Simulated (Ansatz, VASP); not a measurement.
Two plane-wave programs on HfO2

```xyz
3
Lattice="0.0000 2.5575 2.5575 2.5575 0.0000 2.5575 2.5575 2.5575 0.0000" Properties=species:S:1:pos:R:3 pbc="T T T"
Hf    0.0000    0.0000    0.0000
O     1.2788    1.2788    1.2788
O     3.8363    3.8363    3.8363
```

Alike in both runs: task single point; functional r2SCAN50; k mesh 4 × 4 × 4; occupations gaussian, width 0.05 eV; no spin polarisation.

```csv
,VASP,Ansatz
version,VASP 6.6.1,Ansatz 0.2.0
potentials or method,"VASP PAW PBE potentials, release 64 (Hf_pv, O), cutoff 520 eV","scalar-relativistic, plane waves, PAW"
valence electrons in the cell,22,38
```

```csv
,VASP,Ansatz,Ansatz less VASP
gap on the k mesh at the Fermi level (eV),8.59,8.66,+0.073
least direct gap on the mesh (eV),8.59,8.66,+0.073
pressure (GPa),-20.9,-15.0,+5.93
```

VASP's potentials were made for PBE, not for r2SCAN50. One of these differences is far larger than is usual between the two programs; its cause wasn't traced. The functional is the same, so the differences come from potentials, cutoffs and numerics. VASP's potentials hold 22 valence electrons a cell and Ansatz's 38, so a difference there can come from the potentials and not from the codes. Ansatz's warnings: stress exchange threshold loose, stress scf threshold loose.

The k mesh is coarse, so the values compare programs but aren't converged. Spin-orbit coupling is off throughout.
